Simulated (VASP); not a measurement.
# Ru in VASP: single point with LDA

Aim: the single point of Ru with LDA.

Everything below comes from runs of VASP 6.6.1. Logs are shortened: lines on timing, memory, paths and dates and some standing lists are left out, and cuts for length are marked.

**1. The cell of the first run**

The cell holds a slab with vacuum, 4 atoms: a = 2.674 Å, b = 2.674 Å, c = 20.340 Å, α = 90.00°, β = 90.00°, γ = 120.00°.

**2. Single point, LDA**

Input file INCAR:

```
SYSTEM = Ru
PREC = Accurate
ENCUT = 520
EDIFF = 1E-6
ISMEAR = 0
SIGMA = 0.1
LREAL = .False.
LASPH = .True.
NELM = 60
ALGO = Normal
ISIF = 2
LWAVE = .False.
LCHARG = .False.
LDIPOL = .True.
IDIPOL = 3
DIPOL = 0.5 0.5 0.499
NBANDS = 36
```

Input file KPOINTS:

```
Automatic mesh
0
Gamma
  12 12 1
  0 0 0
```

Input file POSCAR:

```
Ru
1.0
    2.6740588505      0.0000000000      0.0000000000
   -1.3370294252      2.3158028957      0.0000000000
    0.0000000000      0.0000000000     20.3401414788
Ru
4
Direct
    0.6666666667      0.3333333333      0.3441470654
    0.3333333333      0.6666666667      0.4480490218
    0.6666666667      0.3333333333      0.5515250024
    0.3333333333      0.6666666667      0.6520210259
```

Potentials or basis: VASP PAW LDA potentials, release 64 (Ru_pv).

Run with:

```sh
$ cat potpaw_LDA.64/Ru_pv/POTCAR > POTCAR
$ mpirun -np 1 vasp_std > vasp.out
```

OUTCAR:

```text
SYSTEM = Ru
   PREC = Accurate
   ENCUT = 520
   EDIFF = 1E-6
   ISMEAR = 0
   LREAL = .False.
   LASPH = .True.
   NELM = 60
   ISIF = 2

 ion  position               nearest neighbor table
   1  0.667  0.333  0.344-   2 2.62   2 2.62   2 2.62
   2  0.333  0.667  0.448-   3 2.61   3 2.61   3 2.61   1 2.62   1 2.62   1 2.62
   3  0.667  0.333  0.552-   4 2.56   4 2.56   4 2.56   2 2.61   2 2.61   2 2.61
   4  0.333  0.667  0.652-   3 2.56   3 2.56   3 2.56

  LATTYP: Found a hexagonal cell.
 ALAT       =     2.6740588505
 C/A-ratio  =     7.6064674025

  Lattice vectors:

 A1 = (   2.6740588505,   0.0000000000,   0.0000000000)
 A2 = (  -1.3370294252,   2.3158028957,   0.0000000000)
 A3 = (   0.0000000000,   0.0000000000,  20.3401414788)

Analysis of symmetry for initial positions (statically):
=====================================================================
 Subroutine PRICEL returns:
 Original cell was already a primitive cell.

 Routine SETGRP: Setting up the symmetry group for a
 hexagonal supercell.

 Subroutine GETGRP returns: Found  6 space group operations
 (whereof  6 operations were pure point group operations)
 out of a pool of 24 trial point group operations.

The static configuration has the point symmetry C_3v.

Analysis of symmetry for dynamics (positions and initial velocities):
=====================================================================
 Subroutine PRICEL returns:
 Original cell was already a primitive cell.

 Routine SETGRP: Setting up the symmetry group for a
 hexagonal supercell.

 Subroutine GETGRP returns: Found  6 space group operations
 (whereof  6 operations were pure point group operations)
 out of a pool of 24 trial point group operations.

The dynamic configuration has the point symmetry C_3v.

 Subroutine INISYM returns: Found  6 space group operations
 (whereof  6 operations are pure point group operations),
 and found     1 'primitive' translations

----------------------------------------------------------------------------------------

                                     Primitive cell

  volume of cell :     125.9582

  direct lattice vectors                    reciprocal lattice vectors
     2.674058850  0.000000000  0.000000000     0.373963348  0.215907840  0.000000000
[... 87 lines left out ...]
   NSW    =      0    number of steps for IOM
   IBRION =     -1    ionic relax: 0-MD 1-quasi-New 2-CG
   NFREE  =      0    steps in history (QN), initial steepest desc. (CG)
   ISIF   =      2    stress and relaxation
   ISYM   =      2    0-nonsym 1-usesym 2-fastsym
   POTIM  = 0.5000    time-step for ionic-motion
   TEBEG  =    0.0;   TEEND  =   0.0 temperature during run
   PSTRESS=    0.0 pullay stress
   NELECT =      56.0000    total number of electrons
   NUPDOWN=      -1.0000    fix difference up-down
   EMIN   =  10.00;   EMAX   =-10.00  energy-range for DOS
   EFERMI =   0.00;   METHOD = LEGACY
   ISMEAR =     0;   SIGMA  =   0.10  broadening in eV -4-tet -1-fermi 0-gaus
   EFERMI_NEDOS =   21; number of points for ismear=-14 and -15
   IALGO  =     38    algorithm
   IMIX   =      4    mixing-type and parameters
     AMIX     =   0.40;   BMIX     =  1.00
     AMIX_MAG =   1.60;   BMIX_MAG =  1.00
  volume/ion in A,a.u.               =      31.49       212.50
  Fermi-wavevector in a.u.,A,eV,Ry     =   1.249478  2.361171 21.241356  1.561196
  Thomas-Fermi vector in A             =   2.383517
   LORBIT       =      0    0 simple, 1 ext, 2 COOP (PROOUT), +10 PAW based schemes
   GGA     = CA    functional components
   LHFCALC =     F    Hartree Fock is set to
   AEXX    =    0.0000 exact exchange contribution
   IVDW    =     0    specifies the selected vdW correction
   LEPSILON=     F    determine dielectric tensor
   LRPA    =     F    only Hartree local field effects (RPA)
 non-spin polarized calculation
 Gauss-broadening in eV      SIGMA  =   0.10
  energy-cutoff  :      520.00
  volume of cell :      125.96
 maximum number of plane-waves:      3459
 NGX is ok and might be reduce to    20
   NGX =  9   NGY =  9   NGZ = 75

 dipolmoment           0.000000      0.000000      0.001535 electrons x Angstroem

 number of electron      55.9999993 magnetization

 dipolmoment           0.000000      0.000000     -0.001020 electrons x Angstroem

 Free energy of the ion-electron system (eV)
  ---------------------------------------------------
  ext. energy  EPLUGINS =         0.00000000
  ---------------------------------------------------
  free energy    TOTEN  =       -40.28643858 eV

  energy without entropy =      -40.26440672  energy(sigma->0) =      -40.27542265

 E-fermi :   2.4543     XC(G=0):  -7.1181

 val. band max:        2.4312782684   @ k =   0.2500   0.0833   0.0000
 cond. band min:       2.4589753787   @ k =   0.2500  -0.0000   0.0000
 fundamental gap:      0.0276971103
 Fermi energy:         2.4542706540

 k-point     1 :       0.0000    0.0000    0.0000
  band No.  band energies     occupation
      1     -41.1484      2.00000
      2     -40.6277      2.00000
      3     -40.2212      2.00000
      4     -40.2212      2.00000
      5     -40.1041      2.00000
      6     -40.1041      2.00000
[... 730 lines left out ...]
     35      10.2802      0.00000
     36      11.1321      0.00000

------------------------ aborting loop because EDIFF is reached ----------------------------------------

 vacuum level on the upper side and lower side of the slab       (xc-potential included)        -0.184        -0.146

  FORCE on cell =-STRESS in cart. coord.  units (eV):
  Direction    XX          YY          ZZ          XY          YZ          ZX
  --------------------------------------------------------------------------------------
  -------------------------------------------------------------------------------------
  Total       -3.5286961     -3.5286961     -1.0990866     -0.0000000      0.0000000     -0.0000000
  in kB      -44.8846990    -44.8846990    -13.9802832     -0.0000000      0.0000000     -0.0000000
  external PRESSURE =     -34.5832271 kB  Pullay stress =       0.0000000 kB

 VOLUME and BASIS-vectors are now :
 -----------------------------------------------------------------------------
  energy-cutoff  :      520.00
  volume of cell :      125.96
      direct lattice vectors                 reciprocal lattice vectors
     2.674058850  0.000000000  0.000000000     0.373963348  0.215907840  0.000000000
    -1.337029425  2.315802896  0.000000000     0.000000000  0.431815679  0.000000000
     0.000000000  0.000000000 20.340141479     0.000000000  0.000000000  0.049163866

 POSITION                                       TOTAL-FORCE (eV/Angst)
 -----------------------------------------------------------------------------------
      1.33703      0.77193      7.00000         0.000000      0.000000      0.631341
     -0.00000      1.54387      9.11338        -0.000000      0.000000     -0.690868
      1.33703      0.77193     11.21810        -0.000000      0.000000     -0.020861
     -0.00000      1.54387     13.26220         0.000000     -0.000000      0.080388
 -----------------------------------------------------------------------------------
    total drift:                                0.000000     -0.000000     -0.000341

  FREE ENERGIE OF THE ION-ELECTRON SYSTEM (eV)
  ---------------------------------------------------
  free  energy   TOTEN  =       -40.2864385750 eV

  energy  without entropy=      -40.2644067210  energy(sigma->0) =      -40.27542265

 vacuum level on the upper side and lower side of the slab         7.737         7.777
```

OSZICAR:

```text
N       E                     dE             d eps       ncg     rms          rms(c)
DAV:   1     0.601257818833E+03    0.60126E+03   -0.35768E+04  1648   0.151E+03
DAV:   2    -0.274985056656E+02   -0.62876E+03   -0.61153E+03  1516   0.459E+02
DAV:   3    -0.428729283815E+02   -0.15374E+02   -0.14791E+02  1540   0.769E+01
[... 17 lines left out ...]
DAV:  21    -0.402864072149E+02   -0.37783E-04   -0.20770E-06   912   0.697E-03    0.559E-03
DAV:  22    -0.402864294200E+02   -0.22205E-04   -0.13496E-06   888   0.533E-03    0.130E-03
DAV:  23    -0.402864357781E+02   -0.63581E-05   -0.40662E-07   864   0.286E-03    0.158E-03
DAV:  24    -0.402864384540E+02   -0.26759E-05   -0.19208E-07   808   0.191E-03    0.279E-04
DAV:  25    -0.402864385750E+02   -0.12103E-06   -0.16981E-08   800   0.491E-04
   1 F= -.40286439E+02 E0= -.40275423E+02  d E =-.220319E-01
```

stdout:

```text
POSCAR found type information on POSCAR Ru
 POSCAR found :  1 types and       4 ions
 scaLAPACK will be used
 LDA part: xc-table for (Slater(with rela. corr.)+CA(PZ))
 , standard interpolation
 POSCAR, INCAR and KPOINTS ok, starting setup
 FFT: planning ... GRIDC
 FFT: planning ... GRID_SOFT
 FFT: planning ... GRID
 WAVECAR not read
 entering main loop
```

Run time: 89 s. Hardware: 1 thread of Intel Xeon Platinum 8488C (Sapphire Rapids), shared host; peak memory 0.22 GiB.

Results:

```yaml
Free_energy: -40.2864 eV
Largest_force: 0.691 eV/Å
Band_gap_on_the_k_mesh: zero (band 28 reaches 3.95 eV, above the bottom of band 29 at 1.38 eV)
```

Forces in eV/Å, atoms in the order of the input:
```
Ru   0.000  0.000  0.631
Ru   0.000  0.000 -0.691
Ru   0.000  0.000 -0.021
Ru   0.000  0.000  0.080
```

Levels at points of the mesh, in eV from the Fermi level:
```tsv
k point	band 25	band 26	band 27	band 28	band 29	band 30
(0.00, 0.00, 0.00)	-2.07	-2.07	-1.82	-0.91	-0.91	0.08
(0.50, 0.00, 0.00)	0.17	0.21	1.14	1.49	1.51	1.72
```
